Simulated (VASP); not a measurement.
# Al3N (P4/mmm) in VASP: notebook

Al3N is run at these levels: PBE; tasks: single point.

Program: VASP 6.6.1. These are calculated values, not measurements. Logs are shortened: lines on timing, memory, paths and dates and some standing lists are left out, and cuts for length are marked.

### Step 1. The cell of the first run

It takes space group P4/mmm (No. 123, tetragonal). Conventional cell: a = 2.749 Å, b = 2.749 Å, c = 6.609 Å, α = 90.00°, β = 90.00°, γ = 90.00°. Within 3.1 Å of Al (site symmetry 4mm) lie 4 N at 2.31 Å and 9 Al at 2.51 to 2.82 Å. Within 3.6 Å of Al (site symmetry 4/mmm) lie 12 Al at 2.75 to 2.82 Å and 2 N at 3.30 Å. N (site symmetry 4/mmm) has 8 Al at 2.31 Å and 4 N at 2.75 Å within 3.1 Å.

### Step 2. Single point, PBE

Input file INCAR:

```
PREC = Accurate
ENCUT = 600
EDIFF = 1E-6
ISMEAR = 0
SIGMA = 0.2
LREAL = F
LASPH = T
NELM = 120
ALGO = Normal
ISIF = 2
LWAVE = F
LCHARG = T
GGA = PE
LELF = T
LVHAR = T
NBANDS = 15
GGA_COMPAT = F
```

Input file KPOINTS:

```
regular mesh
0
Gamma
  6 6 3
```

Input file POSCAR:

```
Al3N
1.0
    2.7489010700      0.0000000000      0.0000000000
    0.0000000000      2.7489010700      0.0000000000
    0.0000000000      0.0000000000      6.6087058006
Al N
3 1
Direct
    0.5000000000      0.5000000000      0.8101127300
    0.0000000000      0.0000000000      0.5000000000
    0.5000000000      0.5000000000      0.1898872700
    0.0000000000      0.0000000000      0.0000000000
```

Potentials or basis: VASP PAW PBE potentials, release 64 (Al, N).

Launch:

```console
cat potpaw_PBE.64/Al/POTCAR potpaw_PBE.64/N/POTCAR > POTCAR
mpirun -np 1 vasp_std > vasp.out
```

OUTCAR:

```text
PREC = Accurate
   ENCUT = 600
   EDIFF = 1E-6
   ISMEAR = 0
   LREAL = F
   LASPH = T
   NELM = 120
   ISIF = 2
   GGA = PE

 ion  position               nearest neighbor table
   1  0.500  0.500  0.810-   4 2.31   4 2.31   4 2.31   4 2.31   3 2.51   2 2.82   2 2.82   2 2.82
                             2 2.82
   2  0.000  0.000  0.500-   1 2.82   3 2.82   1 2.82   3 2.82   1 2.82   3 2.82   1 2.82   3 2.82

   3  0.500  0.500  0.190-   4 2.31   4 2.31   4 2.31   4 2.31   1 2.51   2 2.82   2 2.82   2 2.82
                             2 2.82
   4  0.000  0.000  0.000-   1 2.31   3 2.31   1 2.31   3 2.31   1 2.31   3 2.31   1 2.31   3 2.31

  LATTYP: Found a simple tetragonal cell.
 ALAT       =     2.7489010700
 C/A-ratio  =     2.4041264608

  Lattice vectors:

 A1 = (   2.7489010700,   0.0000000000,   0.0000000000)
 A2 = (   0.0000000000,   2.7489010700,   0.0000000000)
 A3 = (   0.0000000000,   0.0000000000,   6.6087058006)

Analysis of symmetry for initial positions (statically):
=====================================================================
 Subroutine PRICEL returns:
 Original cell was already a primitive cell.

 Routine SETGRP: Setting up the symmetry group for a
 simple tetragonal supercell.

 Subroutine GETGRP returns: Found 16 space group operations
 (whereof 16 operations were pure point group operations)
 out of a pool of 16 trial point group operations.

The static configuration has the point symmetry D_4h.

Analysis of symmetry for dynamics (positions and initial velocities):
=====================================================================
 Subroutine PRICEL returns:
 Original cell was already a primitive cell.

 Routine SETGRP: Setting up the symmetry group for a
 simple tetragonal supercell.

 Subroutine GETGRP returns: Found 16 space group operations
 (whereof 16 operations were pure point group operations)
 out of a pool of 16 trial point group operations.

The dynamic configuration has the point symmetry D_4h.

 Subroutine INISYM returns: Found 16 space group operations
 (whereof 16 operations are pure point group operations),
 and found     1 'primitive' translations

----------------------------------------------------------------------------------------

                                     Primitive cell

  volume of cell :      49.9384

  direct lattice vectors                    reciprocal lattice vectors
     2.748901070  0.000000000  0.000000000     0.363781735  0.000000000  0.000000000
     0.000000000  2.748901070  0.000000000     0.000000000  0.363781735  0.000000000
[... 99 lines left out ...]
   ISMEAR =     0;   SIGMA  =   0.20  broadening in eV -4-tet -1-fermi 0-gaus
   EFERMI_NEDOS =   21; number of points for ismear=-14 and -15
   IALGO  =     38    algorithm
   IMIX   =      4    mixing-type and parameters
     AMIX     =   0.40;   BMIX     =  1.00
     AMIX_MAG =   1.60;   BMIX_MAG =  1.00
  volume/ion in A,a.u.               =      12.48        84.25
  Fermi-wavevector in a.u.,A,eV,Ry     =   1.071452  2.024750 15.619609  1.148009
  Thomas-Fermi vector in A             =   2.207192
   LORBIT       =      0    0 simple, 1 ext, 2 COOP (PROOUT), +10 PAW based schemes
   GGA     = PE    functional components
   LHFCALC =     F    Hartree Fock is set to
   AEXX    =    0.0000 exact exchange contribution
   IVDW    =     0    specifies the selected vdW correction
   LEPSILON=     F    determine dielectric tensor
   LRPA    =     F    only Hartree local field effects (RPA)
 non-spin polarized calculation
 Gauss-broadening in eV      SIGMA  =   0.20
  energy-cutoff  :      600.00
  volume of cell :       49.94
 maximum number of plane-waves:      1690
 NGX is ok and might be reduce to    24
   NGX = 11   NGY = 11   NGZ = 27

 number of electron      14.0000000 magnetization

 Free energy of the ion-electron system (eV)
  ---------------------------------------------------
  ext. energy  EPLUGINS =         0.00000000
  ---------------------------------------------------
  free energy    TOTEN  =       -19.04916217 eV

  energy without entropy =      -19.03191367  energy(sigma->0) =      -19.04053792

 E-fermi :   9.3629     XC(G=0): -10.9556

 val. band max:        9.3296437428   @ k =   0.5000   0.3333   0.3333
 cond. band min:       9.3875016150   @ k =   0.5000   0.3333   0.0000
 fundamental gap:      0.0578578721
 Fermi energy:         9.3629455851

 k-point     1 :       0.0000    0.0000    0.0000
  band No.  band energies     occupation
      1      -7.6343      2.00000
      2      -0.8940      2.00000
      3      -0.1828      2.00000
      4       6.7188      2.00000
      5       7.4015      2.00000
      6       7.4015      2.00000
      7       8.2477      2.00000
      8      11.7904      0.00000
      9      14.8316      0.00000
     10      16.6340      0.00000
     11      16.7966      0.00000
     12      16.7966      0.00000
     13      17.7860      0.00000
     14      18.3069      0.00000
[... 329 lines left out ...]
      2       2.8241      2.00000
      3       2.8241      2.00000
      4       5.5923      2.00000
      5       7.2426      2.00000
      6       7.2426      2.00000
      7       7.4459      2.00000
      8       8.8921      1.99913
      9      10.2968      0.00000
     10      10.5551      0.00000
     11      10.5551      0.00000
     12      12.4329      0.00000
     13      13.0848      0.00000
     14      13.8695      0.00000
     15      13.8695      0.00000

------------------------ aborting loop because EDIFF is reached ----------------------------------------

  FORCE on cell =-STRESS in cart. coord.  units (eV):
  Direction    XX          YY          ZZ          XY          YZ          ZX
  --------------------------------------------------------------------------------------
  -------------------------------------------------------------------------------------
  Total       -0.1199718     -0.1199718     -0.1080573      0.0000000      0.0000000      0.0000000
  in kB       -3.8490644     -3.8490644     -3.4668117      0.0000000      0.0000000      0.0000000
  external PRESSURE =      -3.7216468 kB  Pullay stress =       0.0000000 kB

 VOLUME and BASIS-vectors are now :
 -----------------------------------------------------------------------------
  energy-cutoff  :      600.00
  volume of cell :       49.94
      direct lattice vectors                 reciprocal lattice vectors
     2.748901070  0.000000000  0.000000000     0.363781735  0.000000000  0.000000000
     0.000000000  2.748901070  0.000000000     0.000000000  0.363781735  0.000000000
     0.000000000  0.000000000  6.608705801     0.000000000  0.000000000  0.151315557

 POSITION                                       TOTAL-FORCE (eV/Angst)
 -----------------------------------------------------------------------------------
      1.37445      1.37445      5.35380         0.000000      0.000000      0.004965
      0.00000      0.00000      3.30435         0.000000      0.000000      0.000000
      1.37445      1.37445      1.25491         0.000000     -0.000000     -0.004965
      0.00000      0.00000      0.00000         0.000000      0.000000      0.000000
 -----------------------------------------------------------------------------------
    total drift:                               -0.000000      0.000000     -0.000000

  FREE ENERGIE OF THE ION-ELECTRON SYSTEM (eV)
  ---------------------------------------------------
  free  energy   TOTEN  =       -19.0491621674 eV

  energy  without entropy=      -19.0319136698  energy(sigma->0) =      -19.04053792
```

It took 16 s on 1 thread of Intel Xeon Platinum 8488C (Sapphire Rapids), shared host; peak memory 0.17 GiB.

Results:

| Item | Value |
| --- | --- |
| Free energy | -19.0492 eV |
| Pressure | -0.4 GPa |
| Largest force | 0.005 eV/Å |
| Band gap on the k mesh | zero (band 7 reaches 11.16 eV, above the bottom of band 8 at 8.33 eV) |

Forces on the atoms (eV/Å):
```
Al   0.000  0.000  0.005
Al   0.000  0.000  0.000
Al   0.000  0.000 -0.005
N    0.000  0.000  0.000
```

Caveat: the k points lie up to 0.38 Å⁻¹ apart.

### Step 3. Single point, PBE

This run uses another cell than the first one, of 14.35 Å³/atom, 1.150 times its volume.

Input file INCAR:

```
ALGO     = Normal         # electronic algorithm
EDIFF    = 1E-6           # SCF threshold, eV
ENCUT    = 600            # plane-wave cutoff, eV
GGA      = PE             # functional
GGA_COMPAT= F            
ISIF     = 2              # what is computed and relaxed
ISMEAR   = 0              # smearing method
LASPH    = T              # aspherical terms in the spheres
LCHARG   = F              # write CHGCAR
LREAL    = F              # projectors in reciprocal space
LWAVE    = F              # write WAVECAR
NBANDS   = 15             # bands
NELM     = 120            # most SCF steps
PREC     = Accurate       # precision mode
SIGMA    = 0.2            # smearing width, eV
```

Input file KPOINTS:

```
k-points
0
Gamma
  5 5 5
```

Input file POSCAR:

```
Al3N
1.0
    3.6176855020      0.0000000000      0.0000000000
    0.0000000000      3.6176855020      0.0000000000
    0.0000000000      0.0000000000      4.3871362143
Al N
3 1
Direct
    0.5000000000      0.5000000000      0.0000000000
    0.0000000000      0.5000000000      0.5000000000
    0.5000000000      0.0000000000      0.5000000000
    0.0000000000      0.0000000000      0.0000000000
```

Potentials or basis: VASP PAW PBE potentials, release 64 (Al, N).

Launch:

```console
cat potpaw_PBE.64/Al/POTCAR potpaw_PBE.64/N/POTCAR > POTCAR
mpirun -np 1 vasp_std > vasp.out
```

OUTCAR:

```text
EDIFF = 1E-6
   ENCUT = 600
   GGA = PE
   ISIF = 2
   ISMEAR = 0
   LASPH = T
   LREAL = F
   NELM = 120
   PREC = Accurate

 ion  position               nearest neighbor table
   1  0.500  0.500  0.000-   4 2.56   4 2.56   4 2.56   4 2.56   3 2.84   3 2.84   3 2.84   3 2.84
                             2 2.84   2 2.84   2 2.84   2 2.84
   2  0.000  0.500  0.500-   3 2.56   3 2.56   3 2.56   3 2.56   1 2.84   1 2.84   1 2.84   1 2.84

   3  0.500  0.000  0.500-   2 2.56   2 2.56   2 2.56   2 2.56   1 2.84   1 2.84   1 2.84   1 2.84

   4  0.000  0.000  0.000-   1 2.56   1 2.56   1 2.56   1 2.56

  LATTYP: Found a simple tetragonal cell.
 ALAT       =     3.6176855020
 C/A-ratio  =     1.2126914327

  Lattice vectors:

 A1 = (   3.6176855020,   0.0000000000,   0.0000000000)
 A2 = (   0.0000000000,   3.6176855020,   0.0000000000)
 A3 = (   0.0000000000,   0.0000000000,   4.3871362143)

Analysis of symmetry for initial positions (statically):
=====================================================================
 Subroutine PRICEL returns:
 Original cell was already a primitive cell.

 Routine SETGRP: Setting up the symmetry group for a
 simple tetragonal supercell.

 Subroutine GETGRP returns: Found 16 space group operations
 (whereof 16 operations were pure point group operations)
 out of a pool of 16 trial point group operations.

The static configuration has the point symmetry D_4h.

Analysis of symmetry for dynamics (positions and initial velocities):
=====================================================================
 Subroutine PRICEL returns:
 Original cell was already a primitive cell.

 Routine SETGRP: Setting up the symmetry group for a
 simple tetragonal supercell.

 Subroutine GETGRP returns: Found 16 space group operations
 (whereof 16 operations were pure point group operations)
 out of a pool of 16 trial point group operations.

The dynamic configuration has the point symmetry D_4h.

 Subroutine INISYM returns: Found 16 space group operations
[... 125 lines left out ...]
 non-spin polarized calculation
 Gauss-broadening in eV      SIGMA  =   0.20
  energy-cutoff  :      600.00
  volume of cell :       57.42
 maximum number of plane-waves:      1929
 NGX is ok and might be reduce to    30
   NGX = 15   NGY = 15   NGZ = 17

 number of electron      13.9999998 magnetization

 Free energy of the ion-electron system (eV)
  ---------------------------------------------------
  ext. energy  EPLUGINS =         0.00000000
  ---------------------------------------------------
  free energy    TOTEN  =       -16.55911849 eV

  energy without entropy =      -16.51615022  energy(sigma->0) =      -16.53763435

 E-fermi :   7.5208     XC(G=0): -10.4212

 val. band max:        7.4509200800   @ k =   0.4000   0.4000   0.0000
 cond. band min:       7.5521730498   @ k =   0.2000   0.0000   0.2000
 fundamental gap:      0.1012529698
 Fermi energy:         7.5207758228

 k-point     1 :       0.0000    0.0000    0.0000
  band No.  band energies     occupation
      1      -6.9784      2.00000
      2      -0.9564      2.00000
      3       2.5347      2.00000
      4       4.3297      2.00000
      5       4.3297      2.00000
      6       6.1054      2.00000
      7       8.6794      0.00000
      8       8.8768      0.00000
      9       9.0890      0.00000
     10       9.0890      0.00000
     11      11.2534      0.00000
     12      14.0717      0.00000
     13      14.0717      0.00000
     14      14.6062      0.00000
[... 293 lines left out ...]
      2       0.9360      2.00000
      3       2.0563      2.00000
      4       2.3033      2.00000
      5       2.8443      2.00000
      6       4.3014      2.00000
      7       4.8115      2.00000
      8       5.9165      2.00000
      9       8.7324      0.00000
     10      10.7522      0.00000
     11      11.3101      0.00000
     12      15.0128      0.00000
     13      15.5183      0.00000
     14      16.9994      0.00000
     15      17.5053      0.00000

------------------------ aborting loop because EDIFF is reached ----------------------------------------

  FORCE on cell =-STRESS in cart. coord.  units (eV):
  Direction    XX          YY          ZZ          XY          YZ          ZX
  --------------------------------------------------------------------------------------
  -------------------------------------------------------------------------------------
  Total       -0.2770715     -0.2770715      0.0234591      0.0000000      0.0000000      0.0000000
  in kB       -7.7314288     -7.7314288      0.6546047      0.0000000      0.0000000      0.0000000
  external PRESSURE =      -4.9360843 kB  Pullay stress =       0.0000000 kB

 VOLUME and BASIS-vectors are now :
 -----------------------------------------------------------------------------
  energy-cutoff  :      600.00
  volume of cell :       57.42
      direct lattice vectors                 reciprocal lattice vectors
     3.617685502  0.000000000  0.000000000     0.276419827  0.000000000  0.000000000
     0.000000000  3.617685502  0.000000000     0.000000000  0.276419827  0.000000000
     0.000000000  0.000000000  4.387136214     0.000000000  0.000000000  0.227939127

 POSITION                                       TOTAL-FORCE (eV/Angst)
 -----------------------------------------------------------------------------------
      1.80884      1.80884      0.00000         0.000000      0.000000      0.000000
      0.00000      1.80884      2.19357         0.000000      0.000000      0.000000
      1.80884      0.00000      2.19357         0.000000      0.000000      0.000000
      0.00000      0.00000      0.00000         0.000000      0.000000      0.000000
 -----------------------------------------------------------------------------------
    total drift:                                0.000000     -0.000000      0.000000

  FREE ENERGIE OF THE ION-ELECTRON SYSTEM (eV)
  ---------------------------------------------------
  free  energy   TOTEN  =       -16.5591184908 eV

  energy  without entropy=      -16.5161502159  energy(sigma->0) =      -16.53763435
```

OSZICAR:

```text
N       E                     dE             d eps       ncg     rms          rms(c)
DAV:   1     0.178483234086E+02    0.17848E+02   -0.59164E+03   540   0.880E+02
DAV:   2    -0.153334931653E+02   -0.33182E+02   -0.30098E+02   702   0.119E+02
DAV:   3    -0.173759436092E+02   -0.20425E+01   -0.20092E+01   687   0.304E+01
DAV:   4    -0.173920741985E+02   -0.16131E-01   -0.16125E-01   638   0.294E+00
DAV:   5    -0.173923066911E+02   -0.23249E-03   -0.23249E-03   694   0.394E-01    0.574E+00
DAV:   6    -0.171941813696E+02    0.19813E+00   -0.89157E+00   697   0.156E+01    0.557E+00
DAV:   7    -0.165848921863E+02    0.60929E+00   -0.16668E+00   647   0.713E+00    0.162E+00
DAV:   8    -0.165651564977E+02    0.19736E-01   -0.23491E-01   603   0.315E+00    0.495E-01
DAV:   9    -0.165591807611E+02    0.59757E-02   -0.17771E-02   708   0.725E-01    0.189E-01
DAV:  10    -0.165591345860E+02    0.46175E-04   -0.15388E-03   596   0.290E-01    0.637E-02
DAV:  11    -0.165591166212E+02    0.17965E-04   -0.11763E-04   729   0.669E-02    0.326E-02
DAV:  12    -0.165591190264E+02   -0.24052E-05   -0.11816E-05   624   0.248E-02    0.767E-03
DAV:  13    -0.165591184908E+02    0.53563E-06   -0.69356E-07   361   0.573E-03
   1 F= -.16559118E+02 E0= -.16537634E+02  d E =-.429683E-01
```

Run time: 18 s. Hardware: 1 thread of Intel Xeon Platinum 8488C (Sapphire Rapids), shared host; peak memory 0.17 GiB.

Results:

```yaml
Free_energy: -16.5591 eV
Pressure: -0.5 GPa
Band_gap_on_the_k_mesh: zero (band 7 reaches 8.68 eV, above the bottom of band 8 at 5.92 eV)
```

Stress tensor (GPa, compression positive):
```
-0.77  0.00  0.00
 0.00 -0.77  0.00
 0.00  0.00  0.07
```
